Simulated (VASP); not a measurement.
**Bi: single point with LDA**

The system is Bi.

```
Bi
1.0
     2.24515    1.29624    3.83884
    -2.24515    1.29624    3.83884
     0.00000   -2.59248    3.83884
Bi
2
Direct
  0.23711 0.23711 0.23711
  0.76289 0.76289 0.76289
```

- Program: VASP 6.6.1
- Task: single point
- Functional: LDA
- Potentials or basis: VASP PAW LDA potentials, release 64 (Bi_d)
- Cutoff: 520 eV
- k mesh: 14 × 14 × 14
- Occupations: fermi-dirac, width 0.1 eV
- Spin: no spin polarisation

```yaml
Pressure: 0.1 GPa
Largest_force: 0.042 eV/Å
Band_gap_on_the_k_mesh: zero (bands 15 and 16 overlap by 0.23 eV)
```

Forces on the atoms (eV/Å):
```
Bi   0.000  0.000  0.042
Bi   0.000  0.000 -0.042
```

Levels at points of the mesh, in eV from the Fermi level:
| k point | band 12 | band 13 | band 14 | band 15 | band 16 | band 17 | band 18 | band 19 |
| --- | --- | --- | --- | --- | --- | --- | --- | --- |
| (0.00, 0.00, 0.00) | -7.36 | -1.61 | -1.35 | -1.35 | 2.73 | 3.04 | 3.04 | 5.50 |
| (0.50, 0.00, 0.00) | -10.79 | -1.20 | -1.09 | -0.33 | -0.28 | 0.30 | 0.71 | 7.75 |
| (0.50, 0.50, 0.00) | -9.48 | -5.06 | -3.28 | -3.15 | 2.38 | 5.10 | 5.43 | 7.12 |
| (0.50, 0.50, 0.50) | -10.29 | -0.88 | -0.60 | -0.60 | 0.43 | 0.43 | 0.55 | 7.31 |

It took 6.3 min on 1 thread of Intel Xeon 8259CL, with other jobs on the host, peak memory 0.42 GiB.

Caveat: spin-orbit coupling is left out, which moves the levels of the heavy elements.
